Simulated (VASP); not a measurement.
A run of VASP 6.6.1:

File INCAR:

```
  PREC = Accurate
  ENCUT = 520
  EDIFF = 1E-6
  ISMEAR = 0
  SIGMA = 0.1
  LREAL = F
  LASPH = T
  NELM = 60
  ALGO = Normal
  ISIF = 2
  LWAVE = F
  LCHARG = F
  GGA = PE
  NBANDS = 21
```

Contents of KPOINTS:

```
regular mesh
0
Gamma
  14 14 14
```

The input POSCAR:

```
Ge
1.0
    0.0000000000      2.8805364532      2.8805364532
    2.8805364532      0.0000000000      2.8805364532
    2.8805364532      2.8805364532      0.0000000000
Ge
2
Direct
    0.0000000000      0.0000000000      0.0000000000
    0.2500000000      0.2500000000      0.2500000000
```

Potentials or basis: VASP PAW PBE potentials, release 64 (Ge_d).

Launch:

```console
$ cat potpaw_PBE.64/Ge_d/POTCAR > POTCAR
$ mpirun -np 1 vasp_std > vasp.out
```

Hardware: 1 thread of Intel(R) Xeon(R) 6975P-C (Granite Rapids), on a shared host.

Question: How long does it take, and how much memory?

Answer: Wall time 40 s on 1 thread of Intel(R) Xeon(R) 6975P-C (Granite Rapids), with other jobs on the host, peak memory 0.21 GiB. Counts: scf iterations 12, k points 104.
